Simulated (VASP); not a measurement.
# As (Fd-3m) in VASP: settings compared

The runs below take As through single point, with r2SCAN, PBE.

All numbers are computed with VASP 6.6.1; they aren't measurements. Logs are shortened: lines on timing, memory, paths and dates and some standing lists are left out, and cuts for length are marked.

**1. The cell of the first run**

Symmetry: Fd-3m, No. 227, cubic system. Conventional cell: a = 6.193 Å, b = 6.193 Å, c = 6.193 Å, α = 90.00°, β = 90.00°, γ = 90.00°. Within 3.5 Å of As (site symmetry -43m) lie 4 As at 2.68 Å.

**2. Single point, r2SCAN**

POSCAR

```
As
1.0
    0.0000000000      3.0963714063      3.0963714063
    3.0963714063      0.0000000000      3.0963714063
    3.0963714063      3.0963714063      0.0000000000
As
2
Direct
    0.0000000000      0.0000000000      0.0000000000
    0.2500000000      0.2500000000      0.2500000000
```

INCAR.step1

```
ALGO     = Normal         # electronic algorithm
EDIFF    = 1E-4           # SCF threshold, eV
ENCUT    = 520            # plane-wave cutoff, eV
GGA      = PE             # functional
ISMEAR   = -1             # smearing method
LASPH    = True           # aspherical terms in the spheres
LCHARG   = False          # write CHGCAR
LREAL    = False          # projectors in reciprocal space
LWAVE    = True           # write WAVECAR
NBANDS   = 12             # bands
NELM     = 60             # most SCF steps
PREC     = Accurate       # precision mode
SIGMA    = 0.1            # smearing width, eV
```

INCAR.step2

```
ALGO     = Normal         # electronic algorithm
EDIFF    = 1E-7           # SCF threshold, eV
ENCUT    = 520            # plane-wave cutoff, eV
ISIF     = 2              # what is computed and relaxed
ISMEAR   = -1             # smearing method
ISTART   = 1            
LASPH    = True           # aspherical terms in the spheres
LCHARG   = True           # write CHGCAR
LELF     = True           # ELF
LMIXTAU  = True         
LREAL    = False          # projectors in reciprocal space
LVHAR    = True         
LWAVE    = False          # write WAVECAR
METAGGA  = R2SCAN         # meta-GGA
NBANDS   = 12             # bands
NELM     = 60             # most SCF steps
PREC     = Accurate       # precision mode
SIGMA    = 0.1            # smearing width, eV
```

KPOINTS

```
k-points
0
Gamma
  10 10 10
```

Potentials or basis: VASP PAW PBE potentials, release 64 (As).

Launch:

```
> cat potpaw_PBE.64/As/POTCAR > POTCAR
> cp INCAR.step1 INCAR
> mpirun -np 1 vasp_std > vasp.out
> cp INCAR.step2 INCAR
> mpirun -np 1 vasp_std > vasp.out
```

OUTCAR:

```text
EDIFF = 1E-7
   ENCUT = 520
   ISIF = 2
   ISMEAR = -1
   ISTART = 1
   LASPH = True
   LREAL = False
   METAGGA = R2SCAN
   NELM = 60
   PREC = Accurate

 ion  position               nearest neighbor table
   1  0.000  0.000  0.000-   2 2.68   2 2.68   2 2.68   2 2.68
   2  0.250  0.250  0.250-   1 2.68   1 2.68   1 2.68   1 2.68

  LATTYP: Found a face centered cubic cell.
 ALAT       =     6.1927428126

  Lattice vectors:

 A1 = (   0.0000000000,   3.0963714063,   3.0963714063)
 A2 = (   3.0963714063,   0.0000000000,   3.0963714063)
 A3 = (   3.0963714063,   3.0963714063,   0.0000000000)

Analysis of symmetry for initial positions (statically):
=====================================================================
 Subroutine PRICEL returns:
 Original cell was already a primitive cell.

 Routine SETGRP: Setting up the symmetry group for a
 face centered cubic supercell.

 Subroutine GETGRP returns: Found 48 space group operations
 (whereof 24 operations were pure point group operations)
 out of a pool of 48 trial point group operations.

The static configuration has the point symmetry T_d .
 The point group associated with its full space group is O_h .

Analysis of symmetry for dynamics (positions and initial velocities):
=====================================================================
 Subroutine PRICEL returns:
 Original cell was already a primitive cell.

 Routine SETGRP: Setting up the symmetry group for a
 face centered cubic supercell.

 Subroutine GETGRP returns: Found 48 space group operations
 (whereof 24 operations were pure point group operations)
 out of a pool of 48 trial point group operations.

The dynamic configuration has the point symmetry T_d .
 The point group associated with its full space group is O_h .

 Subroutine INISYM returns: Found 48 space group operations
 (whereof 24 operations are pure point group operations),
 and found     1 'primitive' translations

----------------------------------------------------------------------------------------

                                     Primitive cell

  volume of cell :      59.3730

  direct lattice vectors                    reciprocal lattice vectors
     0.000000000  3.096371406  3.096371406    -0.161479336  0.161479336  0.161479336
     3.096371406  0.000000000  3.096371406     0.161479336 -0.161479336  0.161479336
     3.096371406  3.096371406  0.000000000     0.161479336  0.161479336 -0.161479336

  length of vectors
     4.378930437  4.378930437  4.378930437     0.279690415  0.279690415  0.279690415

  position of ions in fractional coordinates (direct lattice)
     0.000000000  0.000000000  0.000000000
     0.250000000  0.250000000  0.250000000

  ion indices of the primitive-cell ions
   primitive index   ion index
                 1           1
                 2           2

----------------------------------------------------------------------------------------

 KPOINTS: k-points

Automatic generation of k-mesh.
 Grid dimensions read from file:
 generate k-points for:   10   10   10

 Generating k-lattice:

  Cartesian coordinates                     Fractional coordinates (reciprocal lattice)
    -0.016147934  0.016147934  0.016147934     0.100000000  0.000000000  0.000000000
     0.016147934 -0.016147934  0.016147934     0.000000000  0.100000000  0.000000000
     0.016147934  0.016147934 -0.016147934     0.000000000  0.000000000  0.100000000

  Length of vectors
     0.027969042  0.027969042  0.027969042

  Shift w.r.t. Gamma in fractional coordinates (k-lattice)
     0.000000000  0.000000000  0.000000000

 Subroutine IBZKPT returns following result:
 ===========================================

 Found     47 irreducible k-points:

 Following reciprocal coordinates:
            Coordinates               Weight
  0.000000  0.000000  0.000000      1.000000
  0.100000  0.000000  0.000000      8.000000
  0.200000  0.000000  0.000000      8.000000
  0.300000  0.000000  0.000000      8.000000
  0.400000  0.000000  0.000000      8.000000
  0.500000  0.000000  0.000000      4.000000
[... 16 lines left out ...]
  0.300000  0.300000  0.000000      6.000000
  0.400000  0.300000  0.000000     24.000000
 [... further k-points ...]
   k-points           NKPTS =     47   k-points in BZ     NKDIM =     47   number of bands    NBANDS=     12
   number of dos      NEDOS =    301   number of ions     NIONS =      2
   total plane-waves  NPLWV =  46656
   dimension x,y,z NGX =    36 NGY =   36 NGZ =   36
   dimension x,y,z NGXF=    72 NGYF=   72 NGZF=   72
   ions per type =               2
   NGX,Y,Z   is equivalent  to a cutoff of  13.67, 13.67, 13.67 a.u.
   NGXF,Y,Z  is equivalent  to a cutoff of  27.33, 27.33, 27.33 a.u.
 SYSTEM =  unknown system
   PREC   = accura    normal or accurate (medium, high low for compatibility)
   ISTART =      1    job   : 0-new  1-cont  2-samecut
   ICHARG =      0    charge: 1-file 2-atom 10-const
   ISPIN  =      1    spin polarized calculation?
   LNONCOLLINEAR =      F non collinear calculations
   LSORBIT =      F    spin-orbit coupling
   LASPH  =      T    aspherical Exc in radial PAW
   ENCUT  =  520.0 eV  38.22 Ry    6.18 a.u.   8.14  8.14  8.14*2*pi/ulx,y,z
   NELM   =     60;   NELMIN=  2; NELMDL=  0     # of ELM steps
   EDIFF  = 0.1E-06   stopping-criterion for ELM
   LREAL  =      F    real-space projection
   EDIFFG = 0.1E-05   stopping-criterion for IOM
   NSW    =      0    number of steps for IOM
   IBRION =     -1    ionic relax: 0-MD 1-quasi-New 2-CG
   NFREE  =      0    steps in history (QN), initial steepest desc. (CG)
   ISIF   =      2    stress and relaxation
   ISYM   =      2    0-nonsym 1-usesym 2-fastsym
   POTIM  = 0.5000    time-step for ionic-motion
   TEBEG  =    0.0;   TEEND  =   0.0 temperature during run
   PSTRESS=    0.0 pullay stress
   NELECT =      10.0000    total number of electrons
   NUPDOWN=      -1.0000    fix difference up-down
   EMIN   =  10.00;   EMAX   =-10.00  energy-range for DOS
   EFERMI =   0.00;   METHOD = LEGACY
   ISMEAR =    -1;   SIGMA  =   0.10  broadening in eV -4-tet -1-fermi 0-gaus
   EFERMI_NEDOS =   21; number of points for ismear=-14 and -15
   IALGO  =     38    algorithm
   IMIX   =      4    mixing-type and parameters
     AMIX     =   0.40;   BMIX     =  1.00
     AMIX_MAG =   1.60;   BMIX_MAG =  1.00
  volume/ion in A,a.u.               =      29.69       200.33
  Fermi-wavevector in a.u.,A,eV,Ry     =   0.904090  1.708483 11.121119  0.817379
  Thomas-Fermi vector in A             =   2.027495
   LORBIT       =      0    0 simple, 1 ext, 2 COOP (PROOUT), +10 PAW based schemes
   METAGGA = R2SCAN    functional components
   LHFCALC =     F    Hartree Fock is set to
   AEXX    =    0.0000 exact exchange contribution
   IVDW    =     0    specifies the selected vdW correction
   LEPSILON=     F    determine dielectric tensor
   LRPA    =     F    only Hartree local field effects (RPA)
 non-spin polarized calculation
  energy-cutoff  :      520.00
  volume of cell :       59.37
 maximum number of plane-waves:      1639
 NGX is ok and might be reduce to    36
   NGX = 17   NGY = 17   NGZ = 17

 number of electron      10.0000000 magnetization

 Free energy of the ion-electron system (eV)
  ---------------------------------------------------
  ext. energy  EPLUGINS =         0.00000000
  ---------------------------------------------------
  free energy    TOTEN  =       -28.56439768 eV

  energy without entropy =      -28.52731884  energy(sigma->0) =      -28.54585826

 E-fermi :   2.4484     XC(G=0):  -8.8337

 val. band max:        2.3947192348   @ k =   0.4000   0.3000   0.0000
 cond. band min:       2.5074516922   @ k =   0.3000   0.2000   0.0000
 fundamental gap:      0.1127324574
 Fermi energy:         2.4484217622

 k-point     1 :       0.0000    0.0000    0.0000
  band No.  band energies     occupation
      1     -11.5948      2.00000
      2      -3.8979      2.00000
      3       0.2783      2.00000
      4       0.2783      2.00000
      5       0.2783      2.00000
      6       3.1291      0.00221
      7       3.1291      0.00221
      8       3.1291      0.00221
      9       7.6968      0.00000
     10      10.7676      0.00000
     11      10.7676      0.00000
     12      12.6265      0.00000

 k-point     2 :       0.1000    0.0000    0.0000
  band No.  band energies     occupation
      1     -11.5080      2.00000
      2      -4.2757      2.00000
      3       0.1494      2.00000
      4       0.1494      2.00000
      5       0.3173      2.00000
      6       3.3188      0.00033
      7       3.3188      0.00033
      8       3.3442      0.00026
      9       8.1104      0.00000
     10      10.3884      0.00000
     11      10.3884      0.00000
     12      12.2088      0.00000

 k-point     3 :       0.2000    0.0000    0.0000
  band No.  band energies     occupation
      1     -11.2561      2.00000
      2      -5.1484      2.00000
      3      -0.1286      2.00000
      4      -0.1286      2.00000
      5       0.2365      2.00000
      6       3.7355      0.00001
      7       3.7355      0.00001
      8       4.0970      0.00000
      9       8.9937      0.00000
     10      10.0211      0.00000
     11      10.0211      0.00000
     12      11.7683      0.00000

 k-point     4 :       0.3000    0.0000    0.0000
  band No.  band energies     occupation
      1     -10.8735      2.00000
      2      -6.1374      2.00000
      3      -0.4007      2.00000
      4      -0.4007      2.00000
      5       0.0205      2.00000
      6       4.1223      0.00000
      7       4.1223      0.00000
      8       5.2862      0.00000
      9       9.4750      0.00000
     10      10.1556      0.00000
     11      10.1556      0.00000
     12      11.9720      0.00000

 k-point     5 :       0.4000    0.0000    0.0000
  band No.  band energies     occupation
      1     -10.4576      2.00000
      2      -6.9665      2.00000
      3      -0.5852      2.00000
      4      -0.5852      2.00000
      5      -0.1668      2.00000
      6       4.3411      0.00000
      7       4.3411      0.00000
      8       6.5677      0.00000
      9       9.5610      0.00000
     10      10.8577      0.00000
     11      10.8577      0.00000
     12      11.4471      0.00000
[... 228 lines left out ...]
      1     -10.2993      2.00000
      2      -7.1175      2.00000
      3      -1.9768      2.00000
      4      -0.6842      2.00000
      5       1.4160      1.99993
      6       4.5318      0.00000
      7       4.7335      0.00000
      8       5.6881      0.00000
      9       9.6393      0.00000
     10       9.6393      0.00000
     11      11.2787      0.00000
     12      13.0323      0.00000

 k-point    22 :      -0.2000    0.2000    0.0000
  band No.  band energies     occupation
      1     -10.7267      2.00000
      2      -6.3688      2.00000
      3      -1.5866      2.00000
      4      -0.3752      2.00000
      5       1.2219      1.99999
      6       4.1493      0.00000
      7       4.2037      0.00000
      8       5.2377      0.00000
      9       9.2942      0.00000
     10      10.0767      0.00000
     11      10.6184      0.00000
     12      13.5261      0.00000

 k-point    23 :       0.3000    0.3000    0.0000
  band No.  band energies     occupation
      1     -10.5691      2.00000
      2      -6.6238      2.00000
      3      -1.2167      2.00000
      4      -1.2167      2.00000
      5       2.0023      1.97717
      6       2.1038      1.93824
      7       5.8756      0.00000
      8       5.8756      0.00000
      9       8.1867      0.00000
     10      11.0368      0.00000
     11      12.1448      0.00000
     12      14.9684      0.00000

 k-point    24 :       0.4000    0.3000    0.0000
  band No.  band energies     occupation
      1     -10.1766      2.00000
      2      -7.2694      2.00000
      3      -1.5806      2.00000
      4      -1.3790      2.00000
      5       2.0042      1.97673
      6       2.3947      1.26224
      7       6.2036      0.00000
      8       6.3098      0.00000
      9       8.7838      0.00000
     10      11.1368      0.00000
     11      12.5927      0.00000
     12      14.1937      0.00000

 [... further k-points ...]
[... 5 lines left out ...]
  --------------------------------------------------------------------------------------
  -------------------------------------------------------------------------------------
  Total       -1.0730778     -1.0730778     -1.0730778      0.0000000      0.0000000     -0.0000000
  in kB      -28.9569397    -28.9569397    -28.9569397      0.0000000      0.0000000     -0.0000000
  external PRESSURE =     -28.9569397 kB  Pullay stress =       0.0000000 kB

 VOLUME and BASIS-vectors are now :
 -----------------------------------------------------------------------------
  energy-cutoff  :      520.00
  volume of cell :       59.37
      direct lattice vectors                 reciprocal lattice vectors
     0.000000000  3.096371406  3.096371406    -0.161479336  0.161479336  0.161479336
     3.096371406  0.000000000  3.096371406     0.161479336 -0.161479336  0.161479336
     3.096371406  3.096371406  0.000000000     0.161479336  0.161479336 -0.161479336

 POSITION                                       TOTAL-FORCE (eV/Angst)
 -----------------------------------------------------------------------------------
      0.00000      0.00000      0.00000        -0.000000     -0.000000     -0.000000
      1.54819      1.54819      1.54819         0.000000      0.000000      0.000000
 -----------------------------------------------------------------------------------
    total drift:                                0.000000      0.000000      0.000000

  FREE ENERGIE OF THE ION-ELECTRON SYSTEM (eV)
  ---------------------------------------------------
  free  energy   TOTEN  =       -28.5643976753 eV

  energy  without entropy=      -28.5273188438  energy(sigma->0) =      -28.54585826
```

Run time: 89 s. Hardware: 1 thread of AMD EPYC 9R45 (Zen 5), shared host; peak memory 0.19 GiB.

What came out:

```yaml
Free_energy: -28.5644 eV
Pressure: -2.9 GPa
Band_gap_on_the_k_mesh: zero (band 5 reaches 3.24 eV, above the bottom of band 6 at 1.92 eV)
```

Caveat: the PAW data sets were made with another functional, which shifts forces and pressure a little.

**3. Single point, r2SCAN**

POSCAR is that of step 2.

INCAR.step1

```
SYSTEM = As
PREC     = Accurate       ! precision mode
ENCUT    = 520            ! plane-wave cutoff, eV
ISMEAR   = -1             ! smearing method
SIGMA    = 0.1            ! smearing width, eV
LREAL    = .False.        ! projectors in reciprocal space
LASPH    = .True.         ! aspherical terms in the spheres
NELM     = 100            ! most SCF steps
NBANDS   = 12             ! bands
GGA      = PE             ! functional
ALGO     = Normal         ! electronic algorithm
EDIFF    = 1E-4           ! SCF threshold, eV
LWAVE    = .True.         ! write WAVECAR
LCHARG   = .False.        ! write CHGCAR
```

INCAR.step2

```
SYSTEM = As
PREC     = Accurate       ! precision mode
ENCUT    = 520            ! plane-wave cutoff, eV
EDIFF    = 1E-7           ! SCF threshold, eV
ISMEAR   = -1             ! smearing method
SIGMA    = 0.1            ! smearing width, eV
LREAL    = .False.        ! projectors in reciprocal space
LASPH    = .True.         ! aspherical terms in the spheres
NELM     = 100            ! most SCF steps
ALGO     = Normal         ! electronic algorithm
ISIF     = 2              ! what is computed and relaxed
LWAVE    = .False.        ! write WAVECAR
LCHARG   = .True.         ! write CHGCAR
METAGGA  = R2SCAN         ! meta-GGA
LMIXTAU  = .True.       
LELF     = .True.         ! ELF
LVHAR    = .True.       
NBANDS   = 12             ! bands
ISTART   = 1
```

KPOINTS

```
Automatic mesh
0
Gamma
  10 10 10
  0 0 0
```

Potentials or basis: VASP PAW PBE potentials, release 64 (As).

Launch:

```
> cat potpaw_PBE.64/As/POTCAR > POTCAR
> cp INCAR.step1 INCAR
> mpirun -np 1 vasp_std > vasp.out
> cp INCAR.step2 INCAR
> mpirun -np 1 vasp_std > vasp.out
```

Run time: 87 s. Hardware: 1 thread of AMD EPYC 9R45 (Zen 5), shared host; peak memory 0.19 GiB.

It converged, with:

* Free energy: -28.5644 eV
* Pressure: -2.9 GPa
* Band gap on the k mesh: zero (band 5 reaches 3.24 eV, above the bottom of band 6 at 1.92 eV)

Levels at points of the mesh, in eV from the Fermi level:
```csv
k point,band 1,band 2,band 3,band 4,band 5,band 6,band 7,band 8,band 9,band 10
"(0.00, 0.00, 0.00)",-14.04,-6.35,-2.17,-2.17,-2.17,0.68,0.68,0.68,5.25,8.32
"(0.50, 0.00, 0.00)",-12.70,-9.77,-3.10,-3.10,-2.69,1.96,1.96,4.78,7.46,7.99
"(0.50, 0.50, 0.00)",-11.32,-11.32,-4.14,-4.14,-0.53,-0.53,5.01,5.01,7.73,7.73
```

Caveat: the PAW data sets were made with another functional, which shifts forces and pressure a little.

**4. Single point, PBE**

This run uses another cell than the first one, of 26.83 Å³/atom, 0.904 times its volume.

INCAR

```
SYSTEM = As
PREC = Accurate
ENCUT = 520
EDIFF = 1E-6
ISMEAR = -1
SIGMA = 0.06122561905347299
LREAL = .FALSE.
LASPH = .TRUE.
NELM = 100
ALGO = Normal
ISIF = 2
LWAVE = .FALSE.
LCHARG = .FALSE.
GGA = PE
NBANDS = 12
```

KPOINTS

```
regular mesh
0
G
  31 31 31
  0 0 0
```

POSCAR

```
As
1.0
    0.0000000000      2.9937662382      2.9937662382
    2.9937662382      0.0000000000      2.9937662382
    2.9937662382      2.9937662382      0.0000000000
As
2
Direct
    0.0000000000      0.0000000000      0.0000000000
    0.2500000000      0.2500000000      0.2500000000
```

Launch:

```
> cat potpaw_PBE.64/As/POTCAR > POTCAR
> mpirun -np 1 vasp_std > vasp.out
```

Wall time 2.9 min (1 thread of AMD EPYC 9R45 (Zen 5), shared host); peak memory 0.51 GiB.

Results (log left out):

- Free energy: -8.6880 eV
- Pressure: 3.3 GPa
- Band gap on the k mesh: zero (band 5 reaches 4.46 eV, above the bottom of band 6 at 2.78 eV)

Levels at points of the mesh, in eV from the Fermi level:
```
           k point  band 2  band 3  band 4  band 5  band 6  band 7  band 8  band 9
(0.00, 0.00, 0.00)   -5.70   -2.24   -2.24   -2.24    0.58    0.58    0.58    4.88
```
